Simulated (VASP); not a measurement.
# MgO (Fm-3m) in VASP: single point with PBEsol

Aim: the single point of MgO with PBEsol.

Program: VASP 6.6.1. These are calculated values, not measurements. Logs are shortened: lines on timing, memory, paths and dates and some standing lists are left out, and cuts for length are marked.

## Step 1: The cell of the first run

It takes space group Fm-3m (No. 225, cubic). Conventional cell: a = 4.214 Å, b = 4.214 Å, c = 4.214 Å, α = 90.00°, β = 90.00°, γ = 90.00°. Mg (site symmetry m-3m) has 6 O at 2.11 Å within 2.8 Å. O (site symmetry m-3m) has 6 Mg at 2.11 Å within 2.8 Å.

## Step 2: Single point, PBEsol (volume scaled by 1.000 of the coarse rest volume)

INCAR reads:

```
SYSTEM = MgO
PREC = Accurate ; ENCUT = 600
EDIFF = 1E-6 ; ISMEAR = 0
SIGMA = 0.02 ; LREAL = .FALSE.
LASPH = .TRUE. ; NELM = 120
ALGO = Normal ; ISIF = 2
LWAVE = .FALSE. ; LCHARG = .FALSE.
GGA = PS ; NBANDS = 11
GGA_COMPAT = .FALSE.
```

KPOINTS reads:

```
Automatic mesh
0
G
  8 8 8
  0 0 0
```

POSCAR reads:

```
MgO
1.0
    0.0000000000      2.1070000000      2.1070000000
    2.1070000000      0.0000000000      2.1070000000
    2.1070000000      2.1070000000      0.0000000000
Mg O
1 1
Direct
    0.0000000000      0.0000000000      0.0000000000
    0.5000000000      0.5000000000      0.5000000000
```

Potentials or basis: VASP PAW PBE potentials, release 64 (Mg, O).

Started as:

```console
> cat potpaw_PBE.64/Mg/POTCAR potpaw_PBE.64/O/POTCAR > POTCAR
> mpirun -np 1 vasp_std > vasp.out
```

OUTCAR:

```text
SYSTEM = MgO
   PREC = Accurate
   ENCUT = 600
   EDIFF = 1E-6
   ISMEAR = 0
   LREAL = .FALSE.
   LASPH = .TRUE.
   NELM = 120
   ISIF = 2
   GGA = PS

 ion  position               nearest neighbor table
   1  0.000  0.000  0.000-   2 2.11   2 2.11   2 2.11   2 2.11   2 2.11   2 2.11
   2  0.500  0.500  0.500-   1 2.11   1 2.11   1 2.11   1 2.11   1 2.11   1 2.11

  LATTYP: Found a face centered cubic cell.
 ALAT       =     4.2140000000

  Lattice vectors:

 A1 = (   0.0000000000,   2.1070000000,   2.1070000000)
 A2 = (   2.1070000000,   0.0000000000,   2.1070000000)
 A3 = (   2.1070000000,   2.1070000000,   0.0000000000)

Analysis of symmetry for initial positions (statically):
=====================================================================
 Subroutine PRICEL returns:
 Original cell was already a primitive cell.

 Routine SETGRP: Setting up the symmetry group for a
 face centered cubic supercell.

 Subroutine GETGRP returns: Found 48 space group operations
 (whereof 48 operations were pure point group operations)
 out of a pool of 48 trial point group operations.

The static configuration has the point symmetry O_h .

Analysis of symmetry for dynamics (positions and initial velocities):
=====================================================================
 Subroutine PRICEL returns:
 Original cell was already a primitive cell.

 Routine SETGRP: Setting up the symmetry group for a
 face centered cubic supercell.

 Subroutine GETGRP returns: Found 48 space group operations
 (whereof 48 operations were pure point group operations)
 out of a pool of 48 trial point group operations.

The dynamic configuration has the point symmetry O_h .

 Subroutine INISYM returns: Found 48 space group operations
 (whereof 48 operations are pure point group operations),
 and found     1 'primitive' translations

----------------------------------------------------------------------------------------

                                     Primitive cell

  volume of cell :      18.7078

  direct lattice vectors                    reciprocal lattice vectors
     0.000000000  2.107000000  2.107000000    -0.237304224  0.237304224  0.237304224
     2.107000000  0.000000000  2.107000000     0.237304224 -0.237304224  0.237304224
     2.107000000  2.107000000  0.000000000     0.237304224  0.237304224 -0.237304224

  length of vectors
     2.979747976  2.979747976  2.979747976     0.411022973  0.411022973  0.411022973

  position of ions in fractional coordinates (direct lattice)
     0.000000000  0.000000000  0.000000000
[... 81 lines left out ...]
   NSW    =      0    number of steps for IOM
   IBRION =     -1    ionic relax: 0-MD 1-quasi-New 2-CG
   NFREE  =      0    steps in history (QN), initial steepest desc. (CG)
   ISIF   =      2    stress and relaxation
   ISYM   =      2    0-nonsym 1-usesym 2-fastsym
   POTIM  = 0.5000    time-step for ionic-motion
   TEBEG  =    0.0;   TEEND  =   0.0 temperature during run
   PSTRESS=    0.0 pullay stress
   NELECT =       8.0000    total number of electrons
   NUPDOWN=      -1.0000    fix difference up-down
   EMIN   =  10.00;   EMAX   =-10.00  energy-range for DOS
   EFERMI =   0.00;   METHOD = LEGACY
   ISMEAR =     0;   SIGMA  =   0.02  broadening in eV -4-tet -1-fermi 0-gaus
   EFERMI_NEDOS =   21; number of points for ismear=-14 and -15
   IALGO  =     38    algorithm
   IMIX   =      4    mixing-type and parameters
     AMIX     =   0.40;   BMIX     =  1.00
     AMIX_MAG =   1.60;   BMIX_MAG =  1.00
  volume/ion in A,a.u.               =       9.35        63.12
  Fermi-wavevector in a.u.,A,eV,Ry     =   1.233380  2.330751 20.697545  1.521227
  Thomas-Fermi vector in A             =   2.368113
   LORBIT       =      0    0 simple, 1 ext, 2 COOP (PROOUT), +10 PAW based schemes
   GGA     = PS    functional components
   LHFCALC =     F    Hartree Fock is set to
   AEXX    =    0.0000 exact exchange contribution
   IVDW    =     0    specifies the selected vdW correction
   LEPSILON=     F    determine dielectric tensor
   LRPA    =     F    only Hartree local field effects (RPA)
 non-spin polarized calculation
 Gauss-broadening in eV      SIGMA  =   0.02
  energy-cutoff  :      600.00
  volume of cell :       18.71
 maximum number of plane-waves:       637
   NGX = 11   NGY = 11   NGZ = 11

 number of electron       8.0000005 magnetization

 Free energy of the ion-electron system (eV)
  ---------------------------------------------------
  ext. energy  EPLUGINS =         0.00000000
  ---------------------------------------------------
  free energy    TOTEN  =       -12.51542959 eV

  energy without entropy =      -12.51542959  energy(sigma->0) =      -12.51542959

 E-fermi :   3.2345     XC(G=0): -11.3033

 val. band max:        3.0551897463   @ k =   0.0000   0.0000   0.0000
 cond. band min:       7.6774380441   @ k =   0.0000   0.0000   0.0000
 fundamental gap:      4.6222482977
 Fermi energy:         3.2345459206

 k-point     1 :       0.0000    0.0000    0.0000
  band No.  band energies     occupation
      1     -14.1427      2.00000
      2       3.0552      2.00000
      3       3.0552      2.00000
      4       3.0552      2.00000
      5       7.6774      0.00000
      6      18.6817      0.00000
      7      18.6817      0.00000
      8      18.6817      0.00000
      9      22.5201      0.00000
     10      24.4025      0.00000
     11      24.4025      0.00000
[... 309 lines left out ...]
 k-point    24 :      -0.3750    0.2500    0.1250
  band No.  band energies     occupation
      1     -12.6785      2.00000
      2      -0.9971      2.00000
      3       1.0903      2.00000
      4       2.0560      2.00000
      5      12.5771      0.00000
      6      15.1217      0.00000
      7      16.4207      0.00000
      8      19.8101      0.00000
      9      23.4162      0.00000
     10      24.9632      0.00000
     11      29.0561      0.00000

 [... further k-points ...]
[... 5 lines left out ...]
  --------------------------------------------------------------------------------------
  -------------------------------------------------------------------------------------
  Total       -0.0828786     -0.0828786     -0.0828786     -0.0000000      0.0000000     -0.0000000
  in kB       -7.0978926     -7.0978926     -7.0978926     -0.0000000      0.0000000     -0.0000000
  external PRESSURE =      -7.0978926 kB  Pullay stress =       0.0000000 kB

 VOLUME and BASIS-vectors are now :
 -----------------------------------------------------------------------------
  energy-cutoff  :      600.00
  volume of cell :       18.71
      direct lattice vectors                 reciprocal lattice vectors
     0.000000000  2.107000000  2.107000000    -0.237304224  0.237304224  0.237304224
     2.107000000  0.000000000  2.107000000     0.237304224 -0.237304224  0.237304224
     2.107000000  2.107000000  0.000000000     0.237304224  0.237304224 -0.237304224

 POSITION                                       TOTAL-FORCE (eV/Angst)
 -----------------------------------------------------------------------------------
      0.00000      0.00000      0.00000         0.000000      0.000000      0.000000
      2.10700      2.10700      2.10700        -0.000000     -0.000000      0.000000
 -----------------------------------------------------------------------------------
    total drift:                               -0.000000     -0.000000      0.000000

  FREE ENERGIE OF THE ION-ELECTRON SYSTEM (eV)
  ---------------------------------------------------
  free  energy   TOTEN  =       -12.5154295923 eV

  energy  without entropy=      -12.5154295923  energy(sigma->0) =      -12.51542959
```

stdout:

```text
POSCAR found type information on POSCAR MgO
 POSCAR found :  2 types and       2 ions
 scaLAPACK will be used
 -----------------------------------------------------------------------------
|                                                                             |
|                                                                             |
|     You enforced a specific xc type in the INCAR file but a different       |
|     I HOPE YOU KNOW WHAT YOU ARE DOING!                                     |
|                                                                             |
 -----------------------------------------------------------------------------

 LDA part: xc-table for (Slater+PW92), standard interpolation
 POSCAR, INCAR and KPOINTS ok, starting setup
 FFT: planning ... GRIDC
 FFT: planning ... GRID_SOFT
 FFT: planning ... GRID
 WAVECAR not read
 entering main loop
```

Run time: 9.1 s. Hardware: 1 thread of Intel Xeon Platinum 8375C at 2.90GHz (Ice Lake), shared host; peak memory 0.14 GiB.

Results:

```
Free energy            : -12.5154 eV
Pressure               : -0.7 GPa
Band gap on the k mesh : 4.62 eV, direct
```

Caveat: the PAW data sets were made with another functional, which shifts forces and pressure a little.
